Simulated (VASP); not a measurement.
**Al: single point with PBEsol**

Crystal: Al.

```
Al
1.0
     3.86348    0.00000    0.00000
    -1.93174    3.34587    0.00000
     0.00000    0.00000    6.34144
Al
2
Direct
  0.33333 0.66667 0.00007
  0.66667 0.33333 0.50007
```

```
Program                : VASP 6.6.1
Task                   : single point
Functional             : PBEsol
Potentials or basis    : VASP PAW PBE potentials, release 64 (Al)
Cutoff                 : 500 eV
k mesh                 : 5 × 5 × 3
Occupations            : methfessel-paxton, width 0.1 eV
Spin                   : no spin polarisation
Dipole correction      : no
Further INCAR settings : ALGO = Normal; EDIFF = 1e-06; NBANDS = 10
```

```
Pressure               : -8.3 GPa
Band gap on the k mesh : zero (band 3 reaches 1.81 eV, above the bottom of band 4 at 0.71 eV)
```

Stress tensor (GPa, compression positive):
```
-8.58  0.00  0.00
 0.00 -8.58  0.00
 0.00  0.00 -7.79
```

Levels at points of the mesh, in eV from the Fermi level:
```
           k point  band 1  band 2  band 3  band 4  band 5  band 6  band 7
(0.00, 0.00, 0.00)   -6.53   -3.86   -1.85    4.64    4.64    5.54    5.54
```

It took 9.8 s on 1 thread of Intel Xeon 6975P-C, with other jobs on the host, peak memory 0.17 GiB.

Caveat: the k points lie up to 0.38 Å⁻¹ apart; the PAW data sets were made with another functional, which shifts forces and pressure a little.
